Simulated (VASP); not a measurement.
# P (Fm-3m) in VASP: notebook, part 3 of 3

VASP 6.6.1. The steps go on from the part before.

## 6. Single point, revPBE (volume scaled by 1.08)

Input file INCAR:

```
SYSTEM = P
ALGO     = Normal         ! electronic algorithm
EDIFF    = 1E-6           ! SCF threshold, eV
ENCUT    = 520            ! plane-wave cutoff, eV
GGA      = RE             ! functional
ISIF     = 2              ! what is computed and relaxed
ISMEAR   = -1             ! smearing method
LASPH    = .TRUE.         ! aspherical terms in the spheres
LCHARG   = .FALSE.        ! write CHGCAR
LREAL    = .FALSE.        ! projectors in reciprocal space
LWAVE    = .FALSE.        ! write WAVECAR
NBANDS   = 8              ! bands
NELM     = 100            ! most SCF steps
PREC     = Accurate       ! precision mode
SIGMA    = 0.1            ! smearing width, eV
```

Input file KPOINTS:

```
k-points
0
G
  16 16 16
  0 0 0
```

Input file POSCAR:

```
P
1.0
    0.0000000000      1.9950773150      1.9950773150
    1.9950773150      0.0000000000      1.9950773150
    1.9950773150      1.9950773150      0.0000000000
P
1
Direct
    0.0000000000      0.0000000000      0.0000000000
```

Potentials or basis: VASP PAW PBE potentials, release 64 (P).

Command:

```sh
cat potpaw_PBE.64/P/POTCAR > POTCAR
mpirun -np 1 vasp_std > vasp.out
```

OUTCAR:

```text
SYSTEM = P
   EDIFF = 1E-6
   ENCUT = 520
   GGA = RE
   ISIF = 2
   ISMEAR = -1
   LASPH = .TRUE.
   LREAL = .FALSE.
   NELM = 100
   PREC = Accurate

 ion  position               nearest neighbor table
   1  0.000  0.000  0.000-

  LATTYP: Found a face centered cubic cell.
 ALAT       =     3.9901546300

  Lattice vectors:

 A1 = (   0.0000000000,   1.9950773150,   1.9950773150)
 A2 = (   1.9950773150,   0.0000000000,   1.9950773150)
 A3 = (   1.9950773150,   1.9950773150,   0.0000000000)

Analysis of symmetry for initial positions (statically):
=====================================================================
 Subroutine PRICEL returns:
 Original cell was already a primitive cell.

 Routine SETGRP: Setting up the symmetry group for a
 face centered cubic supercell.

 Subroutine GETGRP returns: Found 48 space group operations
 (whereof 48 operations were pure point group operations)
 out of a pool of 48 trial point group operations.

The static configuration has the point symmetry O_h .

Analysis of symmetry for dynamics (positions and initial velocities):
=====================================================================
 Subroutine PRICEL returns:
[... 153 lines left out ...]
  energy without entropy =       -4.14669165  energy(sigma->0) =       -4.15643090

 E-fermi :   8.5965     XC(G=0): -11.0851

 val. band max:        8.5896888495   @ k =   0.5000   0.2500   0.0625
 cond. band min:       8.6364224409   @ k =  -0.4375   0.5000   0.0625
 fundamental gap:      0.0467335914
 Fermi energy:         8.5965296596

 k-point     1 :       0.0000    0.0000    0.0000
  band No.  band energies     occupation
      1      -6.8395      2.00000
      2      14.6612      0.00000
      3      14.6612      0.00000
      4      14.6612      0.00000
      5      19.8168      0.00000
      6      19.8168      0.00000
      7      19.8168      0.00000
      8      25.5933      0.00000
[... 243 lines left out ...]
 k-point    24 :      -0.0625    0.0625    0.0000
  band No.  band energies     occupation
      1      -6.5683      2.00000
      2      13.1795      0.00000
      3      13.6285      0.00000
      4      14.6521      0.00000
      5      19.7186      0.00000
      6      20.0837      0.00000
      7      20.7767      0.00000
      8      24.2797      0.00000

 [... further k-points ...]
[... 5 lines left out ...]
  --------------------------------------------------------------------------------------
  -------------------------------------------------------------------------------------
  Total       -0.6113917     -0.6113917     -0.6113917     -0.0000000      0.0000000      0.0000000
  in kB      -61.6766763    -61.6766763    -61.6766763     -0.0000000      0.0000000      0.0000000
  external PRESSURE =     -61.6766763 kB  Pullay stress =       0.0000000 kB

 VOLUME and BASIS-vectors are now :
 -----------------------------------------------------------------------------
  energy-cutoff  :      520.00
  volume of cell :       15.88
      direct lattice vectors                 reciprocal lattice vectors
     0.000000000  1.995077315  1.995077315    -0.250616854  0.250616854  0.250616854
     1.995077315  0.000000000  1.995077315     0.250616854 -0.250616854  0.250616854
     1.995077315  1.995077315  0.000000000     0.250616854  0.250616854 -0.250616854

 POSITION                                       TOTAL-FORCE (eV/Angst)
 -----------------------------------------------------------------------------------
      0.00000      0.00000      0.00000         0.000000     -0.000000      0.000000
 -----------------------------------------------------------------------------------
    total drift:                               -0.000000      0.000000      0.000000

  FREE ENERGIE OF THE ION-ELECTRON SYSTEM (eV)
  ---------------------------------------------------
  free  energy   TOTEN  =        -4.1661701516 eV

  energy  without entropy=       -4.1466916549  energy(sigma->0) =       -4.15643090
```

stdout:

```text
POSCAR found type information on POSCAR P
 POSCAR found :  1 types and       1 ions
 scaLAPACK will be used
 -----------------------------------------------------------------------------
|                                                                             |
|                                                                             |
|     You enforced a specific xc type in the INCAR file but a different       |
|     I HOPE YOU KNOW WHAT YOU ARE DOING!                                     |
|                                                                             |
 -----------------------------------------------------------------------------

 LDA part: xc-table for (Slater+PW92), standard interpolation
 POSCAR, INCAR and KPOINTS ok, starting setup
 FFT: planning ... GRIDC
 FFT: planning ... GRID_SOFT
 FFT: planning ... GRID
 WAVECAR not read
 entering main loop
```

Run time: 15 s. Hardware: 1 thread of AMD EPYC 7R13 (Zen 3), shared host; peak memory 0.11 GiB.

Results:

```yaml
Free_energy: -4.1662 eV
Pressure: -6.2 GPa
```

Caveat: the PAW data sets were made with another functional, which shifts forces and pressure a little.

## 7. The runs side by side

| cell | gap on the mesh (eV) | pressure (GPa) |
| --- | --- | --- |
| a = 2.675 Å, angles 60.0°, 1 atom | none | 8.7 |
| a = 2.713 Å, angles 60.0°, 1 atom | none | 3.9 |
| a = 2.750 Å, angles 60.0°, 1 atom | none | -0.1 |
| a = 2.786 Å, angles 60.0°, 1 atom | none | -3.4 |
| a = 2.821 Å, angles 60.0°, 1 atom | none | -6.2 |

Alike in all rows: task single point; level revPBE; potentials or basis VASP PAW PBE potentials, release 64 (P); no spin polarisation; k mesh 16 × 16 × 16; cutoff (eV) 520; smearing fermi-dirac 0.1 eV.

Caveats: the PAW data sets were made with another functional, which shifts forces and pressure a little.

Total energies depend on the potentials used, so only differences within one code and one set of settings carry meaning.
